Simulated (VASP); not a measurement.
# SiC (F-43m) in VASP: notebook

Runs on SiC. Level: PBEsol. Tasks: elastic constants.

All numbers are computed with VASP 6.6.1; they aren't measurements. Logs are shortened: lines on timing, memory, paths and dates and some standing lists are left out, and cuts for length are marked.

## (1) The cell of the first run

It takes space group F-43m (No. 216, cubic). The conventional cell has a = 4.291 Å, b = 4.291 Å, c = 4.291 Å, α = 90.00°, β = 90.00°, γ = 90.00°. Si (site symmetry -43m) has 4 C at 1.86 Å within 2.5 Å. C (site symmetry -43m) has 4 Si at 1.86 Å within 2.5 Å.

## (2) Elastic constants, PBEsol

Contents of INCAR:

```
ALGO = Normal ; EDIFF = 1E-8
ENCUT = 600 ; GGA = PS
IBRION = 6 ; ISIF = 3
ISMEAR = 0 ; LASPH = True
LCHARG = True ; LREAL = False
LWAVE = False ; NELM = 80
NFREE = 2 ; NSW = 1
POTIM = 0.015 ; PREC = Accurate
SIGMA = 0.01
```

Contents of KPOINTS:

```
k-points
0
Gamma
  12 12 12
```

Contents of POSCAR:

```
SiC
1.0
    0.0000000000      2.1456545210      2.1456545210
    2.1456545210      0.0000000000      2.1456545210
    2.1456545210      2.1456545210      0.0000000000
Si C
1 1
Direct
    0.0000000000      0.0000000000      0.0000000000
    0.7500000000      0.7500000000      0.7500000000
```

Potentials or basis: VASP PAW PBE potentials, release 64 (Si, C).

Started as:

```
$ cat potpaw_PBE.64/Si/POTCAR potpaw_PBE.64/C/POTCAR > POTCAR
$ mpirun -np 1 vasp_std > vasp.out
```

OUTCAR:

```text
EDIFF = 1E-8
   ENCUT = 600
   GGA = PS
   IBRION = 6
   ISIF = 3
   ISMEAR = 0
   LASPH = True
   LREAL = False
   NELM = 80
   NFREE = 2
   NSW = 1
   POTIM = 0.015
   PREC = Accurate

 ion  position               nearest neighbor table
   1  0.000  0.000  0.000-   2 1.86   2 1.86   2 1.86   2 1.86
   2  0.750  0.750  0.750-   1 1.86   1 1.86   1 1.86   1 1.86

  LATTYP: Found a face centered cubic cell.
 ALAT       =     4.2913090420

  Lattice vectors:

 A1 = (   0.0000000000,   2.1456545210,   2.1456545210)
 A2 = (   2.1456545210,   0.0000000000,   2.1456545210)
 A3 = (   2.1456545210,   2.1456545210,   0.0000000000)

Analysis of symmetry for initial positions (statically):
=====================================================================
 Subroutine PRICEL returns:
 Original cell was already a primitive cell.

 Routine SETGRP: Setting up the symmetry group for a
 face centered cubic supercell.

 Subroutine GETGRP returns: Found 24 space group operations
 (whereof 24 operations were pure point group operations)
 out of a pool of 48 trial point group operations.

The static configuration has the point symmetry T_d .

Analysis of symmetry for dynamics (positions and initial velocities):
=====================================================================
 Subroutine PRICEL returns:
 Original cell was already a primitive cell.

 Routine SETGRP: Setting up the symmetry group for a
 face centered cubic supercell.

 Subroutine GETGRP returns: Found 24 space group operations
 (whereof 24 operations were pure point group operations)
 out of a pool of 48 trial point group operations.

The dynamic configuration has the point symmetry T_d .

 Subroutine INISYM returns: Found 24 space group operations
 (whereof 24 operations are pure point group operations),
 and found     1 'primitive' translations

----------------------------------------------------------------------------------------

                                     Primitive cell

  volume of cell :      19.7565

  direct lattice vectors                    reciprocal lattice vectors
     0.000000000  2.145654521  2.145654521    -0.233029127  0.233029127  0.233029127
     2.145654521  0.000000000  2.145654521     0.233029127 -0.233029127  0.233029127
     2.145654521  2.145654521  0.000000000     0.233029127  0.233029127 -0.233029127

  length of vectors
     3.034413724  3.034413724  3.034413724     0.403618288  0.403618288  0.403618288

  position of ions in fractional coordinates (direct lattice)
     0.000000000  0.000000000  0.000000000
     0.750000000  0.750000000  0.750000000

  ion indices of the primitive-cell ions
   primitive index   ion index
                 1           1
                 2           2

----------------------------------------------------------------------------------------

 KPOINTS: k-points

Automatic generation of k-mesh.
 Grid dimensions read from file:
 generate k-points for:   12   12   12

 Generating k-lattice:

  Cartesian coordinates                     Fractional coordinates (reciprocal lattice)
[... 105 lines left out ...]
  ext. energy  EPLUGINS =         0.00000000
  ---------------------------------------------------
  free energy    TOTEN  =       -15.88359444 eV

  energy without entropy =      -15.88359444  energy(sigma->0) =      -15.88359444

------------------------ aborting loop because EDIFF is reached ----------------------------------------

  FORCE on cell =-STRESS in cart. coord.  units (eV):
  Direction    XX          YY          ZZ          XY          YZ          ZX
  --------------------------------------------------------------------------------------
  -------------------------------------------------------------------------------------
  Total        1.3865533      1.3865533      1.3865533      0.0000000      0.0000000     -0.0000000
  in kB      112.4443798    112.4443798    112.4443798      0.0000000      0.0000000     -0.0000000
  external PRESSURE =     112.4443798 kB  Pullay stress =       0.0000000 kB
[... 89 lines left out ...]
  FREE ENERGIE OF THE ION-ELECTRON SYSTEM (eV)
  ---------------------------------------------------
  free  energy   TOTEN  =       -15.8567939593 eV

  energy  without entropy=      -15.8567939593  energy(sigma->0) =      -15.85679396

[... ionic steps 4 to 14 ...]

--------------------------------------- Ionic step       15  -------------------------------------------

 number of electron       8.0000000 magnetization

------------------------ aborting loop because EDIFF is reached ----------------------------------------
[... 67 lines left out ...]
--------------------------------------- Ionic step       17  -------------------------------------------

 number of electron       7.9999999 magnetization

 Free energy of the ion-electron system (eV)
  ---------------------------------------------------
  ext. energy  EPLUGINS =         0.00000000
  ---------------------------------------------------
  free energy    TOTEN  =       -15.88120218 eV

  energy without entropy =      -15.88120218  energy(sigma->0) =      -15.88120218

 E-fermi :   8.7543     XC(G=0): -11.7052

 val. band max:        8.6545531460   @ k =   0.0000   0.0000   0.0000
 cond. band min:       9.7739560441   @ k =   0.5000   0.5000   0.0000
 fundamental gap:      1.1194028981
 Fermi energy:         8.7543423899

 k-point     1 :       0.0000    0.0000    0.0000
  band No.  band energies     occupation
      1      -7.2092      2.00000
      2       8.5114      2.00000
      3       8.5842      2.00000
      4       8.6546      2.00000
      5      15.3097      0.00000
      6      16.1265      0.00000
      7      16.1529      0.00000
      8      16.1810      0.00000
[... 243 lines left out ...]
 k-point    24 :      -0.4167    0.1667    0.0000
  band No.  band energies     occupation
      1      -3.1070      2.00000
      2       0.3185      2.00000
      3       5.3873      2.00000
      4       7.0400      2.00000
      5      13.7766      0.00000
      6      16.5948      0.00000
      7      17.2536      0.00000
      8      20.1531      0.00000

 [... further k-points ...]

------------------------ aborting loop because EDIFF is reached ----------------------------------------

  FORCE on cell =-STRESS in cart. coord.  units (eV):
  Direction    XX          YY          ZZ          XY          YZ          ZX
  --------------------------------------------------------------------------------------
  -------------------------------------------------------------------------------------
  Total        1.3859157      1.3925015      1.3925015      0.0000000     -0.1675753      0.0000000
  in kB      112.3926779    112.9267604    112.9267604      0.0000000    -13.5897427      0.0000000
  external PRESSURE =     112.7487329 kB  Pullay stress =       0.0000000 kB
[... 17 lines left out ...]
  FREE ENERGIE OF THE ION-ELECTRON SYSTEM (eV)
  ---------------------------------------------------
  free  energy   TOTEN  =       -15.8812021788 eV

  energy  without entropy=      -15.8812021788  energy(sigma->0) =      -15.88120218

 INTERNAL STRAIN TENSORS FROM STRAINED CELLS
 ============================================

 INTERNAL STRAIN TENSOR FOR ION    1 for displacements in x,y,z  (eV/Angst):
          X           Y           Z          XY          YZ          ZX
  --------------------------------------------------------------------------------
  x     0.00000    -0.00000     0.00000    -0.00000   -11.17645    -0.00000
  y    -0.00000     0.00000     0.00000    -0.00000     0.00000   -11.17660
  z    -0.00000     0.00000     0.00000   -11.17646     0.00000    -0.00000

 INTERNAL STRAIN TENSORS FROM DISPLACED ATOMS
 ============================================

 INTERNAL STRAIN TENSOR FOR ION    1 for displacements in x,y,z  (eV/Angst):
          X           Y           Z          XY          YZ          ZX
  --------------------------------------------------------------------------------
  x     0.00000     0.00000     0.00000     0.00000   -11.18350     0.00000
  y     0.00000    -0.00000     0.00000     0.00000     0.00000   -11.18350
  z     0.00000     0.00000     0.00000   -11.18350     0.00000     0.00000

 INTERNAL STRAIN TENSOR FOR ION    2 for displacements in x,y,z  (eV/Angst):
          X           Y           Z          XY          YZ          ZX
  --------------------------------------------------------------------------------
  x     0.00000     0.00000     0.00000     0.00000    11.17004     0.00000
  y    -0.00000     0.00000    -0.00000     0.00000     0.00000    11.17004
  z     0.00000     0.00000     0.00000    11.17004     0.00000     0.00000

 Eigenvectors and eigenvalues of the dynamical matrix
 ----------------------------------------------------

   1 f  =   24.852579 THz   156.153360 2PiTHz  828.992806 cm-1   102.781962 meV
             X         Y         Z           dx          dy          dz
      0.000000  0.000000  0.000000    -0.547221   -0.008671   -0.007429
      3.218482  3.218482  3.218482     0.836728    0.013258    0.011359
[... 21 lines left out ...]
   6 f/i=    0.000680 THz     0.004270 2PiTHz    0.022670 cm-1     0.002811 meV
             X         Y         Z           dx          dy          dz
      0.000000  0.000000  0.000000     0.283120   -0.674882   -0.405950
      3.218482  3.218482  3.218482     0.185161   -0.441374   -0.265492

--------------------------------------------------------------------------------------------------------

 ELASTIC MODULI CONTR FROM IONIC RELAXATION (kBar)
 Direction    XX          YY          ZZ          XY          YZ          ZX
 --------------------------------------------------------------------------------
 XX          -0.0000      0.0000      0.0000     -0.0000      0.0000      0.0000
 YY           0.0000     -0.0000      0.0000     -0.0000     -0.0000     -0.0000
 ZZ           0.0000      0.0000     -0.0000      0.0000     -0.0000      0.0000
 XY          -0.0000     -0.0000      0.0000   -476.4632      0.0000      0.0000
 YZ           0.0000     -0.0000     -0.0000      0.0000   -476.4632      0.0000
 ZX           0.0000     -0.0000      0.0000      0.0000      0.0000   -476.4632
 --------------------------------------------------------------------------------

 TOTAL ELASTIC MODULI (kBar)
 Direction    XX          YY          ZZ          XY          YZ          ZX
 --------------------------------------------------------------------------------
 XX        4199.2873   1677.9247   1677.9247      0.0000     -0.0000      0.0000
 YY        1677.9247   4199.2873   1677.9247     -0.0000      0.0000      0.0000
 ZZ        1677.9247   1677.9247   4199.2873      0.0000     -0.0000      0.0000
 XY           0.0000     -0.0000      0.0000   2618.4033     -0.0000     -0.0000
 YZ          -0.0000      0.0000     -0.0000     -0.0000   2618.4033     -0.0000
 ZX           0.0000      0.0000      0.0000     -0.0000     -0.0000   2618.4033
 --------------------------------------------------------------------------------
```

Wall time 7.9 min (1 thread of Intel Xeon 6975P-C, shared host); peak memory 0.31 GiB.

What came out:

| Item | Value |
| --- | --- |
| Elastic constants C11, C12, C44 | 420, 168, 262 GPa |
| Voigt bulk modulus | 252 GPa |
| Highest phonon frequency at Γ, LO-TO splitting left out | 829 cm⁻¹ |

Phonon frequencies in cm⁻¹ (negative: imaginary):
| q point | frequencies |
| --- | --- |
| (0.000, 0.000, 0.000) | 0 0 0 829 829 829 |

Elastic tensor in Voigt notation (GPa, in the Cartesian axes of the cell as first typed):
```
420 168 168   0   0   0
168 420 168   0   0   0
168 168 420   0   0   0
  0   0   0 262   0   0
  0   0   0   0 262   0
  0   0   0   0   0 262
```

Clamped-ion elastic tensor (GPa):
```
420 168 168   0   0   0
168 420 168   0   0   0
168 168 420   0   0   0
  0   0   0 309   0   0
  0   0   0   0 309   0
  0   0   0   0   0 309
```

Caveat: the cell is under stress, which shifts elastic constants; the PAW data sets were made with another functional, which shifts forces and pressure a little.

## (3) Elastic constants, PBEsol

This run uses another cell than the first one, of 10.12 Å³/atom, 1.024 times its volume.

Contents of INCAR:

```
PREC = Accurate
ENCUT = 600
EDIFF = 1E-8
ISMEAR = 0
SIGMA = 0.01
LREAL = False
LASPH = True
NELM = 100
ALGO = Normal
ISIF = 3
LWAVE = False
LCHARG = False
GGA = PS
NBANDS = 11
IBRION = 6
NFREE = 2
POTIM = 0.015
NSW = 1
```

Contents of KPOINTS:

```
Automatic mesh
0
Gamma
  12 12 12
```

Contents of POSCAR:

```
SiC
1.0
    0.0000000000      2.1627585675      2.1627585675
    2.1627585675      0.0000000000      2.1627585675
    2.1627585675      2.1627585675      0.0000000000
Si C
1 1
Direct
    0.0000000000      0.0000000000      0.0000000000
    0.7500000000      0.7500000000      0.7500000000
```

Potentials or basis: VASP PAW PBE potentials, release 64 (Si, C).

Started as:

```
$ cat potpaw_PBE.64/Si/POTCAR potpaw_PBE.64/C/POTCAR > POTCAR
$ mpirun -np 1 vasp_std > vasp.out
```

It took 9.3 min on 1 thread of Intel Xeon 6975P-C, shared host; peak memory 0.32 GiB.

The run converged. Its results:

* Elastic constants C11, C12, C44: 404, 151, 253 GPa
* Voigt bulk modulus: 235 GPa
* Highest phonon frequency at Γ, LO-TO splitting left out: 807 cm⁻¹

Phonon frequencies in cm⁻¹ (negative: imaginary):
| q point | frequencies |
| --- | --- |
| (0.000, 0.000, 0.000) | 0 0 0 807 807 807 |

Elastic tensor in Voigt notation (GPa, in the Cartesian axes of the cell as first typed):
```
404 151 151   0   0   0
151 404 151   0   0   0
151 151 404   0   0   0
  0   0   0 253   0   0
  0   0   0   0 253   0
  0   0   0   0   0 253
```

Clamped-ion elastic tensor (GPa):
```
404 151 151   0   0   0
151 404 151   0   0   0
151 151 404   0   0   0
  0   0   0 291   0   0
  0   0   0   0 291   0
  0   0   0   0   0 291
```

Caveat: the cell is under stress, which shifts elastic constants; the PAW data sets were made with another functional, which shifts forces and pressure a little.
